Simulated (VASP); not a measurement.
Wanted: the native input for a VASP 6.6.1 run.

| Quantity | Value |
| --- | --- |
| Task | single point |
| Functional | PBEsol |
| Potentials or basis | VASP PAW PBE potentials, release 64 (Al) |
| Cutoff | 520 eV |
| k mesh | 10 × 10 × 10 |
| Occupations | gaussian, width 0.15 eV |
| Spin | no spin polarisation |
| Dipole correction | no |
| Further INCAR settings | ALGO = Fast; EDIFF = 1e-06; NBANDS = 22 |

The structure of Al lies in POSCAR:

```
Al
1.0
    3.2126361663      3.2126361663      3.2126361663
   -3.2126361663     -3.2126361663      3.2126361663
    3.2126361663     -3.2126361663     -3.2126361663
Al
8
Direct
   -0.1456747592      0.5364186898      0.3907439306
    0.0000000000      0.0000000000      0.5000000000
    0.0000000000      0.5000000000      0.0000000000
    0.0000000000      0.0000000000      0.0000000000
    0.5000000000      0.5000000000      0.5000000000
    0.5000000000      0.0000000000      0.5000000000
    0.5000000000      0.5000000000      0.0000000000
    0.5000000000      0.0000000000      0.0000000000
```

This cell differs from its parent crystal: atom 1 (Al) moved by -0.936 Å along [1 0 0] and -0.234 Å along [0 1 0].

The input as run:

INCAR

```
PREC     = Accurate       # precision mode
ENCUT    = 520            # plane-wave cutoff, eV
EDIFF    = 1E-6           # SCF threshold, eV
ISMEAR   = 0              # smearing method
SIGMA    = 0.15           # smearing width, eV
LREAL    = F              # projectors in reciprocal space
LASPH    = T              # aspherical terms in the spheres
NELM     = 100            # most SCF steps
ALGO     = Fast           # electronic algorithm
ISIF     = 2              # what is computed and relaxed
LWAVE    = F              # write WAVECAR
LCHARG   = F              # write CHGCAR
GGA      = PS             # functional
NBANDS   = 22             # bands
```

KPOINTS

```
Automatic mesh
0
Gamma
  10 10 10
```

Potentials or basis: VASP PAW PBE potentials, release 64 (Al).

The run is started by

```console
$ cat potpaw_PBE.64/Al/POTCAR > POTCAR
$ mpirun -np 1 vasp_std > vasp.out
```

It gave:

```json
{"Pressure": "8.6 GPa", "Largest force": "6.353 eV/Å", "Band gap on the k mesh": "zero (bands 12 and 13 overlap by 3.63 eV)"}
```

Caveat: the cell differs from its parent crystal (atom 1 (Al) moved by -0.936 Å along [1 0 0] and -0.234 Å along [0 1 0]); the cell stands under pressure; the PAW data sets were made with another functional, which shifts forces and pressure a little.

It took 21 min on 1 thread of Intel(R) Xeon(R) Platinum 8488C (Sapphire Rapids), with other jobs on the host, peak memory 0.64 GiB.
